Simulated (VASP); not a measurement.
BN: single point with r2SCAN

BN:

```xyz
4
Lattice="2.5360 0.0000 0.0000 -1.2680 2.1962 0.0000 0.0000 0.0000 7.1990" Properties=species:S:1:pos:R:3 pbc="T T T"
B     1.2680    0.7321    0.0000
B     0.0000    1.4642    2.0995
N     1.2680    0.7321    1.5746
N     0.0000    1.4642    3.6741
```

```yaml
Program: VASP 6.6.1
Task: single point
Functional: r2SCAN
Potentials_or_basis: VASP PAW PBE potentials, release 64 (B, N)
Cutoff: 580 eV
k_mesh: 6 × 6 × 3
Occupations: gaussian, width 0.1 eV
Spin: no spin polarisation
```

* Largest force: 2.023 eV/Å
* Band gap on the k mesh: zero (bands 8 and 9 overlap by 2.30 eV)

Forces on the atoms (eV/Å):
```
B    0.000  0.000  1.400
B    0.000  0.000  1.330
N    0.000  0.000 -2.023
N    0.000  0.000 -0.707
```

Levels at points of the mesh, in eV from the Fermi level:
```csv
k point,band 6,band 7,band 8,band 9,band 10,band 11
"(0.00, 0.00, 0.00)",-2.55,-2.55,2.24,2.24,6.96,8.89
"(0.50, 0.00, 0.00)",-3.66,-2.88,-1.49,-0.02,1.10,6.42
```

It took 28 s on 1 thread of Intel(R) Xeon(R) 6975P-C (Granite Rapids), with other jobs on the host, peak memory 0.16 GiB.

Caveat: the k points lie up to 0.48 Å⁻¹ apart, too coarse for converged energies and pressures of a metal; the PAW data sets were made with another functional, which shifts forces and pressure a little.
